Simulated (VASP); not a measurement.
# Li3Ge4N (I4/mmm) in VASP: single point with PBE

Aim: the single point of Li3Ge4N with PBE.

Everything below comes from runs of VASP 6.6.1. Logs are shortened: lines on timing, memory, paths and dates and some standing lists are left out, and cuts for length are marked.

### Step 1. The cell of the first run

Symmetry: I4/mmm, No. 139, tetragonal system. Conventional cell: a = 4.882 Å, b = 4.882 Å, c = 10.884 Å, α = 90.00°, β = 90.00°, γ = 90.00°. Within 2.4 Å of Li (site symmetry 4mm) lie 1 N at 1.84 Å. Within 3.2 Å of Li (site symmetry 4/mmm) lie 4 Ge at 2.44 Å. Within 3.2 Å of Ge (site symmetry mmm) lie 6 Li at 2.44 to 3.06 Å and 2 N at 2.44 Å and 2 Ge at 2.72 Å. Ge (site symmetry -4m2) has 4 Li at 2.60 Å and 2 Ge at 2.72 Å within 3.4 Å. Within 2.4 Å of N (site symmetry 4/mmm) lie 2 Li at 1.84 Å.

### Step 2. Single point, PBE

The input, INCAR:

```
PREC     = Accurate       # precision mode
ENCUT    = 520            # plane-wave cutoff, eV
EDIFF    = 1E-7           # SCF threshold, eV
ISMEAR   = 0              # smearing method
SIGMA    = 0.2            # smearing width, eV
LREAL    = False          # projectors in reciprocal space
LASPH    = True           # aspherical terms in the spheres
NELM     = 80             # most SCF steps
ALGO     = Normal         # electronic algorithm
ISIF     = 2              # what is computed and relaxed
LWAVE    = False          # write WAVECAR
LCHARG   = False          # write CHGCAR
GGA      = PE             # functional
NBANDS   = 45             # bands
```

The input, KPOINTS:

```
Automatic mesh
0
Gamma
  5 5 5
```

The input, POSCAR:

```
Li3Ge4N
1.0
   -2.4408536604      2.4408536604      5.4419435225
    2.4408536604     -2.4408536604      5.4419435225
    2.4408536604      2.4408536604     -5.4419435225
Li Ge N
3 4 1
Direct
    0.6690029248      0.6690029248      0.0000000000
    0.3309970752      0.3309970752      0.0000000000
    0.0000000000      0.0000000000      0.0000000000
    0.5000028178      0.0000028178      0.5000000000
    0.9999971822      0.4999971822      0.5000000000
    0.7500000000      0.2500000000      0.5000000000
    0.2500000000      0.7500000000      0.5000000000
    0.5000000000      0.5000000000      0.0000000000
```

Potentials or basis: VASP PAW PBE potentials, release 64 (Li_sv, Ge_d, N).

Run with:

```sh
$ cat potpaw_PBE.64/Li_sv/POTCAR potpaw_PBE.64/Ge_d/POTCAR potpaw_PBE.64/N/POTCAR > POTCAR
$ mpirun -np 1 vasp_std > vasp.out
```

OUTCAR:

```text
PREC = Accurate
   ENCUT = 520
   EDIFF = 1E-7
   ISMEAR = 0
   LREAL = False
   LASPH = True
   NELM = 80
   ISIF = 2
   GGA = PE

 ion  position               nearest neighbor table
   1  0.669  0.669  0.000-   8 1.84   6 2.60   7 2.60   6 2.60   7 2.60
   2  0.331  0.331  0.000-   8 1.84   7 2.60   6 2.60   7 2.60   6 2.60
   3  0.000  0.000  0.000-   4 2.44   5 2.44   4 2.44   5 2.44
   4  0.500  0.000  0.500-   3 2.44   3 2.44   6 2.72   7 2.72
   5  1.000  0.500  0.500-   3 2.44   3 2.44   6 2.72   7 2.72
   6  0.750  0.250  0.500-   2 2.60   1 2.60   2 2.60   1 2.60   4 2.72   5 2.72
   7  0.250  0.750  0.500-   2 2.60   1 2.60   2 2.60   1 2.60   4 2.72   5 2.72
   8  0.500  0.500  0.000-   1 1.84   2 1.84

  LATTYP: Found a body centered tetragonal cell.
 ALAT       =     4.8817073208
 C/A-ratio  =     2.2295246990

  Lattice vectors:

 A1 = (  -2.4408536604,   2.4408536604,   5.4419435225)
 A2 = (   2.4408536604,  -2.4408536604,   5.4419435225)
 A3 = (   2.4408536604,   2.4408536604,  -5.4419435225)

Analysis of symmetry for initial positions (statically):
=====================================================================
 Subroutine PRICEL returns:
 Original cell was already a primitive cell.

 Routine SETGRP: Setting up the symmetry group for a
 body centered tetragonal supercell.

 Subroutine GETGRP returns: Found 16 space group operations
 (whereof 16 operations were pure point group operations)
 out of a pool of 16 trial point group operations.

The static configuration has the point symmetry D_4h.

Analysis of symmetry for dynamics (positions and initial velocities):
=====================================================================
 Subroutine PRICEL returns:
 Original cell was already a primitive cell.

 Routine SETGRP: Setting up the symmetry group for a
 body centered tetragonal supercell.

 Subroutine GETGRP returns: Found 16 space group operations
 (whereof 16 operations were pure point group operations)
 out of a pool of 16 trial point group operations.

The dynamic configuration has the point symmetry D_4h.

 Subroutine INISYM returns: Found 16 space group operations
 (whereof 16 operations are pure point group operations),
 and found     1 'primitive' translations

----------------------------------------------------------------------------------------

                                     Primitive cell

  volume of cell :     129.6873

  direct lattice vectors                    reciprocal lattice vectors
    -2.440853660  2.440853660  5.441943522     0.000000000  0.204846365  0.091878940
     2.440853660 -2.440853660  5.441943522     0.204846365  0.000000000  0.091878940
     2.440853660  2.440853660 -5.441943522     0.204846365  0.204846365  0.000000000

  length of vectors
     6.444399311  6.444399311  6.444399311     0.224507846  0.224507846  0.289696508

  position of ions in fractional coordinates (direct lattice)
     0.669002925  0.669002925  0.000000000
     0.330997075  0.330997075  0.000000000
     0.000000000  0.000000000  0.000000000
     0.500002818  0.000002818  0.500000000
     0.999997182  0.499997182  0.500000000
     0.750000000  0.250000000  0.500000000
     0.250000000  0.750000000  0.500000000
     0.500000000  0.500000000  0.000000000

  ion indices of the primitive-cell ions
   primitive index   ion index
                 1           1
                 2           2
                 3           3
                 4           4
                 5           5
                 6           6
                 7           7
                 8           8

----------------------------------------------------------------------------------------

 KPOINTS: Automatic mesh

Automatic generation of k-mesh.
 Grid dimensions read from file:
 generate k-points for:    5    5    5

 Generating k-lattice:

  Cartesian coordinates                     Fractional coordinates (reciprocal lattice)
     0.000000000  0.040969273  0.018375788     0.200000000  0.000000000  0.000000000
     0.040969273  0.000000000  0.018375788     0.000000000  0.200000000  0.000000000
     0.040969273  0.040969273  0.000000000     0.000000000  0.000000000  0.200000000

  Length of vectors
     0.044901569  0.044901569  0.057939302

  Shift w.r.t. Gamma in fractional coordinates (k-lattice)
     0.000000000  0.000000000  0.000000000

 Subroutine IBZKPT returns following result:
 ===========================================

 Found     18 irreducible k-points:

 Following reciprocal coordinates:
            Coordinates               Weight
  0.000000  0.000000  0.000000      1.000000
  0.200000  0.000000 -0.000000      8.000000
  0.400000  0.000000 -0.000000      8.000000
  0.200000  0.200000  0.000000      8.000000
  0.400000  0.200000  0.000000     16.000000
 -0.400000  0.200000 -0.000000     16.000000
[... 10 lines left out ...]
 -0.400000  0.400000  0.400000      4.000000
 -0.400000 -0.400000  0.400000      2.000000
   k-points           NKPTS =     18   k-points in BZ     NKDIM =     18   number of bands    NBANDS=     45
   number of dos      NEDOS =    301   number of ions     NIONS =      8
   total plane-waves  NPLWV = 110592
   dimension x,y,z NGX =    48 NGY =   48 NGZ =   48
   dimension x,y,z NGXF=    96 NGYF=   96 NGZF=   96
   ions per type =               3   4   1
   NGX,Y,Z   is equivalent  to a cutoff of  12.38, 12.38, 12.38 a.u.
   NGXF,Y,Z  is equivalent  to a cutoff of  24.77, 24.77, 24.77 a.u.
 SYSTEM =  unknown system
   PREC   = accura    normal or accurate (medium, high low for compatibility)
   ISTART =      0    job   : 0-new  1-cont  2-samecut
   ICHARG =      2    charge: 1-file 2-atom 10-const
   ISPIN  =      1    spin polarized calculation?
   LNONCOLLINEAR =      F non collinear calculations
   LSORBIT =      F    spin-orbit coupling
   LASPH  =      T    aspherical Exc in radial PAW
   ENCUT  =  520.0 eV  38.22 Ry    6.18 a.u.  11.98 11.98 11.98*2*pi/ulx,y,z
   NELM   =     80;   NELMIN=  2; NELMDL= -5     # of ELM steps
   EDIFF  = 0.1E-06   stopping-criterion for ELM
   LREAL  =      F    real-space projection
   EDIFFG = 0.1E-05   stopping-criterion for IOM
   NSW    =      0    number of steps for IOM
   IBRION =     -1    ionic relax: 0-MD 1-quasi-New 2-CG
   NFREE  =      0    steps in history (QN), initial steepest desc. (CG)
   ISIF   =      2    stress and relaxation
   ISYM   =      2    0-nonsym 1-usesym 2-fastsym
   POTIM  = 0.5000    time-step for ionic-motion
   TEBEG  =    0.0;   TEEND  =   0.0 temperature during run
   PSTRESS=    0.0 pullay stress
   NELECT =      70.0000    total number of electrons
   NUPDOWN=      -1.0000    fix difference up-down
   EMIN   =  10.00;   EMAX   =-10.00  energy-range for DOS
   EFERMI =   0.00;   METHOD = LEGACY
   ISMEAR =     0;   SIGMA  =   0.20  broadening in eV -4-tet -1-fermi 0-gaus
   EFERMI_NEDOS =   21; number of points for ismear=-14 and -15
   IALGO  =     38    algorithm
   IMIX   =      4    mixing-type and parameters
     AMIX     =   0.40;   BMIX     =  1.00
     AMIX_MAG =   1.60;   BMIX_MAG =  1.00
  volume/ion in A,a.u.               =      16.21       109.40
  Fermi-wavevector in a.u.,A,eV,Ry     =   1.332933  2.518878 24.173615  1.776711
  Thomas-Fermi vector in A             =   2.461830
   LORBIT       =      0    0 simple, 1 ext, 2 COOP (PROOUT), +10 PAW based schemes
   GGA     = PE    functional components
   LHFCALC =     F    Hartree Fock is set to
   AEXX    =    0.0000 exact exchange contribution
   IVDW    =     0    specifies the selected vdW correction
   LEPSILON=     F    determine dielectric tensor
   LRPA    =     F    only Hartree local field effects (RPA)
 non-spin polarized calculation
 Gauss-broadening in eV      SIGMA  =   0.20
  energy-cutoff  :      520.00
  volume of cell :      129.69
 maximum number of plane-waves:      3514
   NGX = 23   NGY = 23   NGZ = 23

 number of electron      70.0000017 magnetization

 Free energy of the ion-electron system (eV)
  ---------------------------------------------------
  ext. energy  EPLUGINS =         0.00000000
  ---------------------------------------------------
  free energy    TOTEN  =       -29.75845390 eV

  energy without entropy =      -29.68528790  energy(sigma->0) =      -29.72187090

 E-fermi :   4.0896     XC(G=0):  -9.9773

 val. band max:        4.0605857208   @ k =   0.0000   0.0000   0.0000
 cond. band min:       4.1201356662   @ k =  -0.4000   0.2000  -0.0000
 fundamental gap:      0.0595499453
 Fermi energy:         4.0896466852

 k-point     1 :       0.0000    0.0000    0.0000
  band No.  band energies     occupation
      1     -41.9143      2.00000
      2     -40.8539      2.00000
      3     -40.8520      2.00000
      4     -20.4218      2.00000
      5     -20.3379      2.00000
      6     -20.3379      2.00000
[... 37 lines left out ...]
     44      10.9978      0.00000
     45      10.9978      0.00000

 k-point     2 :       0.2000    0.0000   -0.0000
  band No.  band energies     occupation
      1     -41.9143      2.00000
      2     -40.8536      2.00000
      3     -40.8522      2.00000
      4     -20.4159      2.00000
      5     -20.3442      2.00000
      6     -20.3371      2.00000
[... 37 lines left out ...]
     44      10.3797      0.00000
     45      11.2282      0.00000

 k-point     3 :       0.4000    0.0000   -0.0000
  band No.  band energies     occupation
      1     -41.9142      2.00000
      2     -40.8533      2.00000
      3     -40.8524      2.00000
      4     -20.3992      2.00000
      5     -20.3739      2.00000
      6     -20.3349      2.00000
[... 37 lines left out ...]
     44      10.5962      0.00000
     45      10.7469      0.00000

 k-point     4 :       0.2000    0.2000    0.0000
  band No.  band energies     occupation
      1     -41.9142      2.00000
      2     -40.8535      2.00000
      3     -40.8523      2.00000
      4     -20.4013      2.00000
      5     -20.3720      2.00000
      6     -20.3355      2.00000
[... 613 lines left out ...]
     44      10.2803      0.00000
     45      10.2803      0.00000

 k-point    17 :      -0.4000    0.4000    0.4000
  band No.  band energies     occupation
      1     -41.9143      2.00000
      2     -40.8530      2.00000
      3     -40.8529      2.00000
      4     -20.4119      2.00000
      5     -20.3456      2.00000
      6     -20.3456      2.00000
[... 37 lines left out ...]
     44       9.7066      0.00000
     45      10.3831      0.00000

 k-point    18 :      -0.4000   -0.4000    0.4000
  band No.  band energies     occupation
      1     -41.9143      2.00000
      2     -40.8532      2.00000
      3     -40.8526      2.00000
      4     -20.4060      2.00000
      5     -20.3554      2.00000
      6     -20.3448      2.00000
[... 37 lines left out ...]
     44       9.3256      0.00000
     45      10.5551      0.00000

------------------------ aborting loop because EDIFF is reached ----------------------------------------

  FORCE on cell =-STRESS in cart. coord.  units (eV):
  Direction    XX          YY          ZZ          XY          YZ          ZX
  --------------------------------------------------------------------------------------
  -------------------------------------------------------------------------------------
  Total       -0.0274207     -0.0274207      0.2768176      0.0000000     -0.0000000      0.0000000
  in kB       -0.3387602     -0.3387602      3.4198476      0.0000000     -0.0000000      0.0000000
  external PRESSURE =       0.9141091 kB  Pullay stress =       0.0000000 kB

 VOLUME and BASIS-vectors are now :
 -----------------------------------------------------------------------------
  energy-cutoff  :      520.00
  volume of cell :      129.69
      direct lattice vectors                 reciprocal lattice vectors
    -2.440853660  2.440853660  5.441943522     0.000000000  0.204846365  0.091878940
     2.440853660 -2.440853660  5.441943522     0.204846365  0.000000000  0.091878940
     2.440853660  2.440853660 -5.441943522     0.204846365  0.204846365  0.000000000

 POSITION                                       TOTAL-FORCE (eV/Angst)
 -----------------------------------------------------------------------------------
      0.00000      0.00000      7.28135         0.000000      0.000000      0.041315
      0.00000      0.00000      3.60253        -0.000000     -0.000000     -0.041315
      0.00000      0.00000      0.00000         0.000000      0.000000     -0.000000
      0.00000      2.44085      0.00003         0.000000      0.000000     -0.000000
      0.00000      2.44085      5.44191        -0.000000     -0.000000      0.000000
      0.00000      2.44085      2.72097         0.000000      0.000000     -0.000000
      2.44085      0.00000      2.72097         0.000000      0.000000     -0.000000
      0.00000      0.00000      5.44194         0.000000      0.000000     -0.000000
 -----------------------------------------------------------------------------------
    total drift:                                0.000000     -0.000000      0.000000

  FREE ENERGIE OF THE ION-ELECTRON SYSTEM (eV)
  ---------------------------------------------------
  free  energy   TOTEN  =       -29.7584539037 eV

  energy  without entropy=      -29.6852878962  energy(sigma->0) =      -29.72187090
```

Run time: 2.9 min. Hardware: 1 thread of Intel Xeon Platinum 8259CL at 2.50GHz (Skylake/Cascade Lake), shared host; peak memory 0.36 GiB.

Results:

* Free energy: -29.7585 eV
* Largest force: 0.041 eV/Å
* Band gap on the k mesh: zero (band 35 reaches 4.59 eV, above the bottom of band 36 at 3.66 eV)

Forces on the atoms (eV/Å):
```
Li   0.000  0.000  0.041
Li   0.000  0.000 -0.041
Li   0.000  0.000  0.000
Ge   0.000  0.000  0.000
Ge   0.000  0.000  0.000
Ge   0.000  0.000  0.000
Ge   0.000  0.000  0.000
N    0.000  0.000  0.000
```

Caveat: the k points lie up to 0.36 Å⁻¹ apart; the cutoff is under 1.25 times the usual one of these potentials, so pressure, stress and relaxed cells hold a basis-set (Pulay) error.
